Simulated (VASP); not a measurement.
# HfN (P6_3/mmc) in VASP: further runs

The runs below take HfN through relaxation of shape and atoms at fixed volume, with PBEsol.

All numbers are computed with VASP 6.6.1; they aren't measurements. Logs are shortened: lines on timing, memory, paths and dates and some standing lists are left out, and cuts for length are marked.

### Step 1. The cell of the first run

It takes space group P6_3/mmc (No. 194, hexagonal). Conventional cell: a = 3.145 Å, b = 3.145 Å, c = 5.651 Å, α = 90.00°, β = 90.00°, γ = 120.00°. Hf (site symmetry -3m) has 6 N at 2.30 Å and 2 Hf at 2.83 Å within 3.0 Å. Within 3.0 Å of N (site symmetry -6m2) lie 6 Hf at 2.30 Å.

### Step 2. Relaxation of shape and atoms at fixed volume, PBEsol (12.10 Å³/atom)

Contents of INCAR:

```
PREC = Accurate
ENCUT = 600
EDIFF = 1E-6
ISMEAR = 0
SIGMA = 0.05
LREAL = False
LASPH = True
NELM = 80
ALGO = Normal
ISIF = 4
LWAVE = False
LCHARG = False
GGA = PS
IBRION = 2
NSW = 60
EDIFFG = -0.01
```

Contents of KPOINTS:

```
Automatic mesh
0
Gamma
  10 10 8
```

Contents of POSCAR:

```
HfN
1.0
    3.1448150014      0.0000000000      0.0000000000
   -1.5724075007      2.7234896814      0.0000000000
    0.0000000000      0.0000000000      5.6507193556
Hf N
2 2
Direct
    0.0000000000      0.0000000000      0.0000000000
    0.0000000000      0.0000000000      0.5000000000
    0.3333333333      0.6666666667      0.2500000000
    0.6666666667      0.3333333333      0.7500000000
```

Potentials or basis: VASP PAW PBE potentials, release 64 (Hf_pv, N).

On the command line:

```console
$ cat potpaw_PBE.64/Hf_pv/POTCAR potpaw_PBE.64/N/POTCAR > POTCAR
$ mpirun -np 1 vasp_std > vasp.out
```

OUTCAR:

```text
PREC = Accurate
   ENCUT = 600
   EDIFF = 1E-6
   ISMEAR = 0
   LREAL = False
   LASPH = True
   NELM = 80
   ISIF = 4
   GGA = PS
   IBRION = 2
   NSW = 60
   EDIFFG = -0.01

 ion  position               nearest neighbor table
   1  0.000  0.000  0.000-   3 2.30   4 2.30   3 2.30   4 2.30   4 2.30   3 2.30   2 2.83   2 2.83

   2  0.000  0.000  0.500-   3 2.30   4 2.30   3 2.30   4 2.30   4 2.30   3 2.30   1 2.83   1 2.83

   3  0.333  0.667  0.250-   1 2.30   2 2.30   1 2.30   2 2.30   1 2.30   2 2.30
   4  0.667  0.333  0.750-   1 2.30   2 2.30   1 2.30   2 2.30   1 2.30   2 2.30

  LATTYP: Found a hexagonal cell.
 ALAT       =     3.1448150014
 C/A-ratio  =     1.7968368101

  Lattice vectors:

 A1 = (   3.1448150014,   0.0000000000,   0.0000000000)
 A2 = (  -1.5724075007,   2.7234896814,   0.0000000000)
 A3 = (   0.0000000000,   0.0000000000,   5.6507193556)

Analysis of symmetry for initial positions (statically):
=====================================================================
 Subroutine PRICEL returns:
 Original cell was already a primitive cell.

 Routine SETGRP: Setting up the symmetry group for a
 hexagonal supercell.

 Subroutine GETGRP returns: Found 24 space group operations
 (whereof 12 operations were pure point group operations)
 out of a pool of 24 trial point group operations.

The static configuration has the point symmetry D_3d.
 The point group associated with its full space group is D_6h.

Analysis of symmetry for dynamics (positions and initial velocities):
=====================================================================
 Subroutine PRICEL returns:
 Original cell was already a primitive cell.

 Routine SETGRP: Setting up the symmetry group for a
 hexagonal supercell.

 Subroutine GETGRP returns: Found 24 space group operations
 (whereof 12 operations were pure point group operations)
 out of a pool of 24 trial point group operations.

The dynamic configuration has the point symmetry D_3d.
 The point group associated with its full space group is D_6h.

 Subroutine INISYM returns: Found 24 space group operations
 (whereof 12 operations are pure point group operations),
 and found     1 'primitive' translations

----------------------------------------------------------------------------------------

                                     Primitive cell

  volume of cell :      48.3977

  direct lattice vectors                    reciprocal lattice vectors
     3.144815001  0.000000000  0.000000000     0.317983729  0.183587991  0.000000000
[... 102 lines left out ...]
   NUPDOWN=      -1.0000    fix difference up-down
   EMIN   =  10.00;   EMAX   =-10.00  energy-range for DOS
   EFERMI =   0.00;   METHOD = LEGACY
   ISMEAR =     0;   SIGMA  =   0.05  broadening in eV -4-tet -1-fermi 0-gaus
   EFERMI_NEDOS =   21; number of points for ismear=-14 and -15
   IALGO  =     38    algorithm
   IMIX   =      4    mixing-type and parameters
     AMIX     =   0.40;   BMIX     =  1.00
     AMIX_MAG =   1.60;   BMIX_MAG =  1.00
  volume/ion in A,a.u.               =      12.10        81.65
  Fermi-wavevector in a.u.,A,eV,Ry     =   1.395855  2.637784 26.509754  1.948412
  Thomas-Fermi vector in A             =   2.519266
   LORBIT       =      0    0 simple, 1 ext, 2 COOP (PROOUT), +10 PAW based schemes
   GGA     = PS    functional components
   LHFCALC =     F    Hartree Fock is set to
   AEXX    =    0.0000 exact exchange contribution
   IVDW    =     0    specifies the selected vdW correction
   LEPSILON=     F    determine dielectric tensor
   LRPA    =     F    only Hartree local field effects (RPA)
 conjugate gradient relaxation of ions
 non-spin polarized calculation
 Gauss-broadening in eV      SIGMA  =   0.05
  energy-cutoff  :      600.00
  volume of cell :       48.40
 maximum number of plane-waves:      1636
 NGX is ok and might be reduce to    28
   NGX = 13   NGY = 13   NGZ = 23

--------------------------------------- Ionic step        1  -------------------------------------------

 number of electron      30.0000002 magnetization

 Free energy of the ion-electron system (eV)
  ---------------------------------------------------
  ext. energy  EPLUGINS =         0.00000000
  ---------------------------------------------------
  free energy    TOTEN  =       -44.46043380 eV

  energy without entropy =      -44.45753586  energy(sigma->0) =      -44.45898483

------------------------ aborting loop because EDIFF is reached ----------------------------------------

  FORCE on cell =-STRESS in cart. coord.  units (eV):
  Direction    XX          YY          ZZ          XY          YZ          ZX
  --------------------------------------------------------------------------------------
  -------------------------------------------------------------------------------------
  Total       -1.9402678     -1.9402678     -2.4552980      0.0000000      0.0000000     -0.0000000
  in kB      -64.2314431    -64.2314431    -81.2812210      0.0000000      0.0000000     -0.0000000
  external PRESSURE =     -69.9147024 kB  Pullay stress =       0.0000000 kB
[... 63 lines left out ...]
--------------------------------------- Ionic step        3  -------------------------------------------

 number of electron      30.0000002 magnetization

 Free energy of the ion-electron system (eV)
  ---------------------------------------------------
  ext. energy  EPLUGINS =         0.00000000
  ---------------------------------------------------
  free energy    TOTEN  =       -44.46121319 eV

  energy without entropy =      -44.45873243  energy(sigma->0) =      -44.45997281

 E-fermi :   7.3805     XC(G=0): -12.5912

 val. band max:        7.3468399759   @ k =   0.4000   0.2000   0.3750
 cond. band min:       7.3898423513   @ k =   0.3000   0.1000   0.3750
 fundamental gap:      0.0430023754
 Fermi energy:         7.3804598150

 k-point     1 :       0.0000    0.0000    0.0000
  band No.  band energies     occupation
      1     -24.5051      2.00000
      2     -23.5490      2.00000
      3     -23.5490      2.00000
      4     -23.4065      2.00000
      5     -23.4065      2.00000
      6     -23.1039      2.00000
[... 505 lines left out ...]
      6     -23.0583      2.00000
[... 11 lines left out ...]
     18      11.4890      0.00000
     19      11.7683      0.00000

 [... further k-points ...]

------------------------ aborting loop because EDIFF is reached ----------------------------------------

  FORCE on cell =-STRESS in cart. coord.  units (eV):
  Direction    XX          YY          ZZ          XY          YZ          ZX
  --------------------------------------------------------------------------------------
  -------------------------------------------------------------------------------------
  Total       -2.0761145     -2.0761145     -2.0725623      0.0000000      0.0000000      0.0000000
  in kB      -68.7285691    -68.7285691    -68.6109783      0.0000000      0.0000000      0.0000000
  external PRESSURE =     -68.6893722 kB  Pullay stress =       0.0000000 kB
[... 19 lines left out ...]
  FREE ENERGIE OF THE ION-ELECTRON SYSTEM (eV)
  ---------------------------------------------------
  free  energy   TOTEN  =       -44.4612131912 eV

  energy  without entropy=      -44.4587324347  energy(sigma->0) =      -44.45997281

 reached required accuracy - stopping structural energy minimisation
```

Run time: 78 s. Hardware: 1 thread of Intel Xeon 6975P-C (Granite Rapids), shared host; peak memory 0.23 GiB.

Results:

* Free energy: -44.4612 eV
* Energy gained by relaxing: 0.2 meV/atom
* Ionic steps: 3
* Pressure after relaxing: -6.9 GPa
* Band gap on the k mesh: zero (bands 15 and 16 overlap by 1.54 eV)

The path:
```tsv
step	energy change (eV)	largest force (eV/Å)	pressure (GPa)	volume (Å³)
1	0.0000	0.0000	-6.99	48.40
2	-0.0007	0.0000	-6.81	48.40
3	-0.0008	0.0000	-6.87	48.40
```

Final structure:
```
CELL_PARAMETERS angstrom
3.14955 0.00000 0.00000
-1.57478 2.72759 0.00000
0.00000 0.00000 5.63374
ATOMIC_POSITIONS crystal
Hf 0.00000 0.00000 0.00000
Hf 0.00000 0.00000 0.50000
N 0.33333 0.66667 0.25000
N 0.66667 0.33333 0.75000
```

Caveat: the PAW data sets were made with another functional, which shifts forces and pressure a little; spin-orbit coupling is left out, which moves the levels of the heavy elements.

### Step 3. Relaxation of shape and atoms at fixed volume, PBEsol (12.34 Å³/atom)

This run uses another cell than the first one, of 12.34 Å³/atom.

Contents of INCAR:

```
SYSTEM = HfN
ALGO = Normal
EDIFF = 1E-6
EDIFFG = -0.01
ENCUT = 600
GGA = PS
IBRION = 2
ISIF = 4
ISMEAR = 0
LASPH = .TRUE.
LCHARG = .FALSE.
LREAL = .FALSE.
LWAVE = .FALSE.
NELM = 80
NSW = 60
PREC = Accurate
SIGMA = 0.05
```

Contents of KPOINTS:

```
k-points
0
G
  10 10 8
  0 0 0
```

Contents of POSCAR:

```
HfN
1.0
    3.1675708979      0.0000000000      0.0000000000
   -1.5837854490      2.7431968659      0.0000000000
    0.0000000000      0.0000000000      5.6790333954
Hf N
2 2
Direct
    0.0000000000      0.0000000000      0.0000000000
    0.0000000000      0.0000000000      0.5000000000
    0.3333333333      0.6666666667      0.2500000000
    0.6666666667      0.3333333333      0.7500000000
```

Potentials or basis: VASP PAW PBE potentials, release 64 (Hf_pv, N).

On the command line:

```console
$ cat potpaw_PBE.64/Hf_pv/POTCAR potpaw_PBE.64/N/POTCAR > POTCAR
$ mpirun -np 1 vasp_std > vasp.out
```

It took 66 s on 1 thread of Intel Xeon 6975P-C (Granite Rapids), shared host; peak memory 0.23 GiB.

The run converged. Its results:

```
Free energy               : -44.4087 eV
Energy gained by relaxing : 0.2 meV/atom
Ionic steps               : 3
Pressure after relaxing   : -11.2 GPa
Band gap on the k mesh    : zero (bands 15 and 16 overlap by 1.51 eV)
```

Step by step:
```
step  energy change (eV)  largest force (eV/Å)  pressure (GPa)  volume (Å³)
   1              0.0000                0.0000          -11.36        49.35
   2             -0.0006                0.0000          -11.18        49.35
   3             -0.0007                0.0000          -11.24        49.35
```

Final structure:
```
CELL_PARAMETERS angstrom
3.17224 0.00000 0.00000
-1.58612 2.74724 0.00000
0.00000 0.00000 5.66234
ATOMIC_POSITIONS crystal
Hf 0.00000 0.00000 0.00000
Hf 0.00000 0.00000 0.50000
N 0.33333 0.66667 0.25000
N 0.66667 0.33333 0.75000
```

Levels at points of the mesh, in eV from the Fermi level:
```tsv
k point	band 12	band 13	band 14	band 15	band 16	band 17	band 18	band 19
(0.00, 0.00, 0.00)	-2.83	-2.77	-2.27	-2.27	0.80	0.80	0.85	0.85
(0.50, 0.00, 0.00)	-4.60	-3.88	-2.94	-2.63	0.20	3.65	4.47	4.50
(0.00, 0.00, 0.50)	-3.97	-3.97	-3.97	0.81	0.81	1.73	1.73	1.73
(0.50, 0.00, 0.50)	-4.80	-4.22	-4.22	-0.64	-0.64	4.17	4.17	4.94
```

Caveat: the PAW data sets were made with another functional, which shifts forces and pressure a little; spin-orbit coupling is left out, which moves the levels of the heavy elements.
